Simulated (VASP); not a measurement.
Wanted: the native input for a VASP 6.6.1 run.

| Property | Result |
| --- | --- |
| Task | single point |
| Functional | r2SCAN |
| Potentials or basis | VASP PAW PBE potentials, release 64 (H, C, F) |
| Cutoff | 660 eV |
| k mesh | 2 × 2 × 2 |
| Occupations | fermi-dirac, width 0.02 eV |
| Spin | no spin polarisation |
| Dipole correction | no |
| Further INCAR settings | ALGO = Normal; EDIFF = 1e-06; NBANDS = 44 |

H3CF:

```
H C F
1.0
     3.89213    0.00000    0.02755
     0.00000    7.48090    0.00000
    -2.54985    0.00000    6.35601
H C F
12 4 4
Direct
  0.16583 0.68241 0.34854
  0.83417 0.18241 0.15146
  0.83417 0.31759 0.65146
  0.16583 0.81759 0.84854
  0.89287 0.60684 0.08992
  0.10713 0.10684 0.41008
  0.10713 0.39316 0.91008
  0.89287 0.89316 0.58992
  0.75456 0.55514 0.30573
  0.24544 0.05514 0.19427
  0.24544 0.44486 0.69427
  0.75456 0.94486 0.80573
  0.88822 0.65295 0.23958
  0.11178 0.15295 0.26042
  0.11178 0.34705 0.76042
  0.88822 0.84705 0.73958
  0.68064 0.81184 0.20279
  0.31936 0.31184 0.29721
  0.31936 0.18816 0.79721
  0.68064 0.68816 0.70279
```

The input as run:

POSCAR

```
H3CF
1.0
    3.8921259253      0.0000000000      0.0275499073
    0.0000000000      7.4809035965      0.0000000000
   -2.5498477176      0.0000000000      6.3560055720
H C F
12 4 4
Direct
    0.1658341657      0.6824131325      0.3485447488
    0.8341658343      0.1824131325      0.1514552512
    0.8341658343      0.3175868675      0.6514552512
    0.1658341657      0.8175868675      0.8485447488
    0.8928667370      0.6068391995      0.0899172445
    0.1071332630      0.1068391995      0.4100827555
    0.1071332630      0.3931608005      0.9100827555
    0.8928667370      0.8931608005      0.5899172445
    0.7545587061      0.5551392493      0.3057285883
    0.2454412939      0.0551392493      0.1942714117
    0.2454412939      0.4448607507      0.6942714117
    0.7545587061      0.9448607507      0.8057285883
    0.8882201210      0.6529475212      0.2395763320
    0.1117798790      0.1529475212      0.2604236680
    0.1117798790      0.3470524788      0.7604236680
    0.8882201210      0.8470524788      0.7395763320
    0.6806365575      0.8118439870      0.2027937003
    0.3193634425      0.3118439870      0.2972062997
    0.3193634425      0.1881560130      0.7972062997
    0.6806365575      0.6881560130      0.7027937003
```

INCAR.step1

```
ALGO = Normal
EDIFF = 1E-5
ENCUT = 660
GGA = PE
GGA_COMPAT = False
ISMEAR = -1
LASPH = True
LCHARG = False
LREAL = False
LWAVE = True
NBANDS = 44
NELM = 120
PREC = Accurate
SIGMA = 0.02
```

INCAR.step2

```
ALGO = Normal
EDIFF = 1E-6
ENCUT = 660
GGA_COMPAT = False
ISIF = 2
ISMEAR = -1
ISTART = 1
LASPH = True
LCHARG = False
LMIXTAU = True
LREAL = False
LWAVE = False
METAGGA = R2SCAN
NBANDS = 44
NELM = 120
PREC = Accurate
SIGMA = 0.02
```

KPOINTS

```
k-points
0
Gamma
  2 2 2
```

Potentials or basis: VASP PAW PBE potentials, release 64 (H, C, F).

Launch:

```console
$ cat potpaw_PBE.64/H/POTCAR potpaw_PBE.64/C/POTCAR potpaw_PBE.64/F/POTCAR > POTCAR
$ cp INCAR.step1 INCAR
$ mpirun -np 1 vasp_std > vasp.out
$ cp INCAR.step2 INCAR
$ mpirun -np 1 vasp_std > vasp.out
```

It gave:

* Pressure: 0.4 GPa
* Largest force: 0.331 eV/Å
* Band gap on the k mesh: 7.91 eV (least direct gap 7.92 eV)

Caveat: the k points lie up to 0.83 Å⁻¹ apart; the PAW data sets were made with another functional, which shifts forces and pressure a little.

It took 13 min on 1 thread of Intel Xeon 8259CL, on a shared host, peak memory 0.42 GiB.
